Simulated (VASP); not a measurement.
# TaN (P2_1) in VASP: further runs

TaN is run at these levels: PBE; tasks: single point.

Everything below comes from runs of VASP 6.6.1. Logs are shortened: lines on timing, memory, paths and dates and some standing lists are left out, and cuts for length are marked.

### Step 1. The cell of the first run

It takes space group P2_1 (No. 4, monoclinic). The conventional cell has a = 2.917 Å, b = 5.914 Å, c = 2.917 Å, α = 90.00°, β = 120.00°, γ = 90.00°. Within 3.0 Å of Ta (site symmetry 1) lie 6 N at 2.16 to 2.33 Å and 8 Ta at 2.92 to 2.97 Å. N (site symmetry 1) has 6 Ta at 2.16 to 2.33 Å and 6 N at 2.92 Å within 3.0 Å.

### Step 2. Single point, PBE (atoms displaced along several vibrational modes)

INCAR

```
  PREC = Accurate
  ENCUT = 520
  EDIFF = 1E-7
  ISMEAR = 0
  SIGMA = 0.15
  LREAL = False
  LASPH = True
  NELM = 60
  ALGO = Normal
  ISIF = 2
  LWAVE = False
  LCHARG = False
  GGA = PE
  NBANDS = 24
```

KPOINTS

```
regular mesh
0
Gamma
  15 15 8
```

POSCAR

```
TaN
1.0
    2.9168996769      0.0000000000      0.0000000000
   -1.4584498385      2.5261092205      0.0000000000
    0.0000000000      0.0000000000      5.9142266377
Ta N
2 2
Direct
   -0.0441796180     -0.0197932851      0.0000000000
    0.0441796180      0.0197932851      0.5000000000
    0.3333333333      0.6666666667      0.2500000000
    0.6666666667      0.3333333333      0.7500000000
```

Potentials or basis: VASP PAW PBE potentials, release 64 (Ta_pv, N).

Command:

```
$ cat potpaw_PBE.64/Ta_pv/POTCAR potpaw_PBE.64/N/POTCAR > POTCAR
$ mpirun -np 1 vasp_std > vasp.out
```

OUTCAR:

```text
PREC = Accurate
   ENCUT = 520
   EDIFF = 1E-7
   ISMEAR = 0
   LREAL = False
   LASPH = True
   NELM = 60
   ISIF = 2
   GGA = PE

 ion  position               nearest neighbor table
   1  0.956  0.980  0.000-   3 2.16   4 2.20   4 2.21   3 2.28   3 2.29   4 2.33   2 2.97   2 2.97

   2  0.044  0.020  0.500-   4 2.16   3 2.20   3 2.21   4 2.28   4 2.29   3 2.33   1 2.97   1 2.97

   3  0.333  0.667  0.250-   1 2.16   2 2.20   2 2.21   1 2.28   1 2.29   2 2.33
   4  0.667  0.333  0.750-   2 2.16   1 2.20   1 2.21   2 2.28   2 2.29   1 2.33

  LATTYP: Found a hexagonal cell.
 ALAT       =     2.9168996769
 C/A-ratio  =     2.0275728660

  Lattice vectors:

 A1 = (   2.9168996769,   0.0000000000,   0.0000000000)
 A2 = (  -1.4584498385,   2.5261092205,   0.0000000000)
 A3 = (   0.0000000000,   0.0000000000,   5.9142266377)

Analysis of symmetry for initial positions (statically):
=====================================================================
 Subroutine PRICEL returns:
 Original cell was already a primitive cell.

 Routine SETGRP: Setting up the symmetry group for a
 hexagonal supercell.

 Subroutine GETGRP returns: Found  2 space group operations
 (whereof  1 operations were pure point group operations)
 out of a pool of 24 trial point group operations.

The static configuration has the point symmetry C_1 .
 The point group associated with its full space group is C_2 .

Analysis of symmetry for dynamics (positions and initial velocities):
=====================================================================
 Subroutine PRICEL returns:
 Original cell was already a primitive cell.

 Routine SETGRP: Setting up the symmetry group for a
 hexagonal supercell.

 Subroutine GETGRP returns: Found  2 space group operations
 (whereof  1 operations were pure point group operations)
 out of a pool of 24 trial point group operations.

The dynamic configuration has the point symmetry C_1 .
 The point group associated with its full space group is C_2 .

 Subroutine INISYM returns: Found  2 space group operations
 (whereof  1 operations are pure point group operations),
 and found     1 'primitive' translations

----------------------------------------------------------------------------------------

                                     Primitive cell

  volume of cell :      43.5784

  direct lattice vectors                    reciprocal lattice vectors
     2.916899677  0.000000000  0.000000000     0.342829754  0.197932851  0.000000000
    -1.458449838  2.526109220  0.000000000     0.000000000  0.395865702  0.000000000
     0.000000000  0.000000000  5.914226638     0.000000000  0.000000000  0.169083815

  length of vectors
     2.916899677  2.916899677  5.914226638     0.395865702  0.395865702  0.169083815

  position of ions in fractional coordinates (direct lattice)
     0.955820382  0.980206715  0.000000000
     0.044179618  0.019793285  0.500000000
     0.333333333  0.666666667  0.250000000
     0.666666667  0.333333333  0.750000000

  ion indices of the primitive-cell ions
   primitive index   ion index
                 1           1
                 2           2
                 3           3
                 4           4

----------------------------------------------------------------------------------------

 KPOINTS: regular mesh

Automatic generation of k-mesh.
 Grid dimensions read from file:
 generate k-points for:   15   15    8

 Generating k-lattice:

  Cartesian coordinates                     Fractional coordinates (reciprocal lattice)
     0.022855317  0.013195523  0.000000000     0.066666667  0.000000000  0.000000000
     0.000000000  0.026391047  0.000000000     0.000000000  0.066666667  0.000000000
     0.000000000  0.000000000  0.021135477     0.000000000  0.000000000  0.125000000

  Length of vectors
     0.026391047  0.026391047  0.021135477

  Shift w.r.t. Gamma in fractional coordinates (k-lattice)
     0.000000000  0.000000000  0.000000000

 Subroutine IBZKPT returns following result:
 ===========================================

 Found    565 irreducible k-points:

 Following reciprocal coordinates:
            Coordinates               Weight
  0.000000  0.000000  0.000000      1.000000
  0.066667 -0.000000  0.000000      2.000000
  0.000000  0.066667  0.000000      2.000000
 -0.066667  0.066667  0.000000      2.000000
  0.133333 -0.000000  0.000000      2.000000
  0.000000  0.133333  0.000000      2.000000
[... 16 lines left out ...]
  0.066667  0.066667  0.000000      2.000000
 -0.066667  0.133333  0.000000      2.000000
 [... further k-points ...]
   k-points           NKPTS =    565   k-points in BZ     NKDIM =    565   number of bands    NBANDS=     24
   number of dos      NEDOS =    301   number of ions     NIONS =      4
   total plane-waves  NPLWV =  27648
   dimension x,y,z NGX =    24 NGY =   24 NGZ =   48
   dimension x,y,z NGXF=    48 NGYF=   48 NGZF=   96
   ions per type =               2   2
   NGX,Y,Z   is equivalent  to a cutoff of  13.68, 13.68, 13.49 a.u.
   NGXF,Y,Z  is equivalent  to a cutoff of  27.36, 27.36, 26.99 a.u.
 SYSTEM =  unknown system
   PREC   = accura    normal or accurate (medium, high low for compatibility)
   ISTART =      0    job   : 0-new  1-cont  2-samecut
   ICHARG =      2    charge: 1-file 2-atom 10-const
   ISPIN  =      1    spin polarized calculation?
   LNONCOLLINEAR =      F non collinear calculations
   LSORBIT =      F    spin-orbit coupling
   LASPH  =      T    aspherical Exc in radial PAW
   ENCUT  =  520.0 eV  38.22 Ry    6.18 a.u.   5.42  5.42 11.00*2*pi/ulx,y,z
   NELM   =     60;   NELMIN=  2; NELMDL= -5     # of ELM steps
   EDIFF  = 0.1E-06   stopping-criterion for ELM
   LREAL  =      F    real-space projection
   EDIFFG = 0.1E-05   stopping-criterion for IOM
   NSW    =      0    number of steps for IOM
   IBRION =     -1    ionic relax: 0-MD 1-quasi-New 2-CG
   NFREE  =      0    steps in history (QN), initial steepest desc. (CG)
   ISIF   =      2    stress and relaxation
   ISYM   =      2    0-nonsym 1-usesym 2-fastsym
   POTIM  = 0.5000    time-step for ionic-motion
   TEBEG  =    0.0;   TEEND  =   0.0 temperature during run
   PSTRESS=    0.0 pullay stress
   NELECT =      32.0000    total number of electrons
   NUPDOWN=      -1.0000    fix difference up-down
   EMIN   =  10.00;   EMAX   =-10.00  energy-range for DOS
   EFERMI =   0.00;   METHOD = LEGACY
   ISMEAR =     0;   SIGMA  =   0.15  broadening in eV -4-tet -1-fermi 0-gaus
   EFERMI_NEDOS =   21; number of points for ismear=-14 and -15
   IALGO  =     38    algorithm
   IMIX   =      4    mixing-type and parameters
     AMIX     =   0.40;   BMIX     =  1.00
     AMIX_MAG =   1.60;   BMIX_MAG =  1.00
  volume/ion in A,a.u.               =      10.89        73.52
  Fermi-wavevector in a.u.,A,eV,Ry     =   1.476956  2.791043 29.679746  2.181400
  Thomas-Fermi vector in A             =   2.591419
   LORBIT       =      0    0 simple, 1 ext, 2 COOP (PROOUT), +10 PAW based schemes
   GGA     = PE    functional components
   LHFCALC =     F    Hartree Fock is set to
   AEXX    =    0.0000 exact exchange contribution
   IVDW    =     0    specifies the selected vdW correction
   LEPSILON=     F    determine dielectric tensor
   LRPA    =     F    only Hartree local field effects (RPA)
 non-spin polarized calculation
 Gauss-broadening in eV      SIGMA  =   0.15
  energy-cutoff  :      520.00
  volume of cell :       43.58
 maximum number of plane-waves:      1221
 NGX is ok and might be reduce to    24
   NGX = 11   NGY = 11   NGZ = 21

 number of electron      32.0000004 magnetization

 Free energy of the ion-electron system (eV)
  ---------------------------------------------------
  ext. energy  EPLUGINS =         0.00000000
  ---------------------------------------------------
  free energy    TOTEN  =       -43.86478964 eV

  energy without entropy =      -43.85151267  energy(sigma->0) =      -43.85815116

 E-fermi :   8.1754     XC(G=0): -13.2838

 val. band max:        8.1727233060   @ k =   0.0000   0.1333   0.0000
 cond. band min:       8.1885028698   @ k =   0.0000   0.0000   0.1250
 fundamental gap:      0.0157795638
 Fermi energy:         8.1754238810

 k-point     1 :       0.0000    0.0000    0.0000
  band No.  band energies     occupation
      1     -27.4423      2.00000
      2     -26.7081      2.00000
      3     -26.4436      2.00000
      4     -26.4385      2.00000
      5     -26.3903      2.00000
      6     -26.3806      2.00000
[... 16 lines left out ...]
     23      12.2372      0.00000
     24      14.0464      0.00000

 k-point     2 :       0.0667   -0.0000    0.0000
  band No.  band energies     occupation
      1     -27.4308      2.00000
      2     -26.7016      2.00000
      3     -26.4946      2.00000
      4     -26.4495      2.00000
      5     -26.4367      2.00000
      6     -26.3907      2.00000
[... 16 lines left out ...]
     23      12.1802      0.00000
     24      13.8940      0.00000

 k-point     3 :       0.0000    0.0667    0.0000
  band No.  band energies     occupation
      1     -27.4309      2.00000
      2     -26.7015      2.00000
      3     -26.4907      2.00000
      4     -26.4533      2.00000
      5     -26.4296      2.00000
      6     -26.3980      2.00000
[... 16 lines left out ...]
     23      12.2678      0.00000
     24      13.9015      0.00000
[... 514 lines left out ...]
 k-point    23 :       0.0667    0.0667    0.0000
  band No.  band energies     occupation
      1     -27.4088      2.00000
      2     -26.6892      2.00000
      3     -26.5878      2.00000
      4     -26.5206      2.00000
      5     -26.4734      2.00000
      6     -26.4146      2.00000
[... 16 lines left out ...]
     23      12.3592      0.00000
     24      13.7023      0.00000

 k-point    24 :      -0.0667    0.1333    0.0000
  band No.  band energies     occupation
      1     -27.4091      2.00000
      2     -26.6888      2.00000
      3     -26.5841      2.00000
      4     -26.5143      2.00000
      5     -26.4770      2.00000
      6     -26.4213      2.00000
[... 16 lines left out ...]
     23      12.4831      0.00000
     24      13.6963      0.00000

 [... further k-points ...]

------------------------ aborting loop because EDIFF is reached ----------------------------------------

  FORCE on cell =-STRESS in cart. coord.  units (eV):
  Direction    XX          YY          ZZ          XY          YZ          ZX
  --------------------------------------------------------------------------------------
  -------------------------------------------------------------------------------------
  Total        0.6549495      0.5111428      1.0384937      0.0948429      0.0000000      0.0000000
  in kB       24.0794625     18.7923570     38.1806091      3.4869334      0.0000000      0.0000000
  external PRESSURE =      27.0174762 kB  Pullay stress =       0.0000000 kB

 VOLUME and BASIS-vectors are now :
 -----------------------------------------------------------------------------
  energy-cutoff  :      520.00
  volume of cell :       43.58
      direct lattice vectors                 reciprocal lattice vectors
     2.916899677  0.000000000  0.000000000     0.342829754  0.197932851  0.000000000
    -1.458449838  2.526109220  0.000000000     0.000000000  0.395865702  0.000000000
     0.000000000  0.000000000  5.914226638     0.000000000  0.000000000  0.169083815

 POSITION                                       TOTAL-FORCE (eV/Angst)
 -----------------------------------------------------------------------------------
      1.35845      2.47611      0.00000         1.303367      0.651393     -0.013637
      0.10000      0.05000      2.95711        -1.303367     -0.651393     -0.013637
     -0.00000      1.68407      1.47856        -0.052061     -0.039097      0.013637
      1.45845      0.84204      4.43567         0.052061      0.039097      0.013637
 -----------------------------------------------------------------------------------
    total drift:                               -0.000000     -0.000000      0.000000

  FREE ENERGIE OF THE ION-ELECTRON SYSTEM (eV)
  ---------------------------------------------------
  free  energy   TOTEN  =       -43.8647896450 eV

  energy  without entropy=      -43.8515126703  energy(sigma->0) =      -43.85815116
```

It took 4.7 min on 1 thread of Intel Xeon 6975P-C (Granite Rapids), shared host; peak memory 0.58 GiB.

Results:

* Free energy: -43.8648 eV
* Pressure: 2.7 GPa
* Largest force: 1.457 eV/Å
* Band gap on the k mesh: zero (bands 16 and 17 overlap by 0.90 eV)

Forces in eV/Å, atoms in the order of the input:
```
Ta   1.303  0.651 -0.014
Ta  -1.303 -0.651 -0.014
N   -0.052 -0.039  0.014
N    0.052  0.039  0.014
```

Caveat: the cell differs from its parent crystal (atoms displaced along several vibrational modes); spin-orbit coupling is left out, which moves the levels of the heavy elements; forces of over 1 eV/Å act on the atoms, so gaps and moduli don't describe the material at rest.

(Continued in part 2 of 2.)
